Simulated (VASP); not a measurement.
Input of a VASP 6.6.1 run:

The input INCAR:

```
ALGO     = Normal         # electronic algorithm
EDIFF    = 1E-6           # SCF threshold, eV
ENCUT    = 600            # plane-wave cutoff, eV
GGA      = PS             # functional
GGA_COMPAT= F            
ISIF     = 2              # what is computed and relaxed
ISMEAR   = -1             # smearing method
ISPIN    = 2              # spin polarisation
LASPH    = T              # aspherical terms in the spheres
LCHARG   = F              # write CHGCAR
LMAXMIX  = 4              # l up to which the mixer works
LORBIT   = 11             # projections on sites
LREAL    = F              # projectors in reciprocal space
LWAVE    = F              # write WAVECAR
MAGMOM   = 2.2 0          # initial moments
NBANDS   = 22             # bands
NELM     = 200            # most SCF steps
NUPDOWN  = 2.2            # fixed moment
PREC     = Accurate       # precision mode
SIGMA    = 0.05           # smearing width, eV
```

Contents of KPOINTS:

```
k-points
0
Gamma
  9 9 9
```

File POSCAR:

```
FeO
1.0
    0.0000000000      2.1554000000      2.1554000000
    2.1554000000      0.0000000000      2.1554000000
    2.1554000000      2.1554000000      0.0000000000
Fe O
1 1
Direct
    0.0000000000      0.0000000000      0.0000000000
    0.5000000000      0.5000000000      0.5000000000
```

Potentials or basis: VASP PAW PBE potentials, release 64 (Fe_sv, O).

Command:

```bash
$ cat potpaw_PBE.64/Fe_sv/POTCAR potpaw_PBE.64/O/POTCAR > POTCAR
$ mpirun -np 1 vasp_std > vasp.out
```

What does it give for the pressure?

-28.7 GPa.

Caveat: the PAW data sets were made with another functional, which shifts forces and pressure a little; the total moment is fixed, so each spin has its own Fermi level; a cell with one magnetic atom can't hold antiferromagnetic order, which such compounds often take.
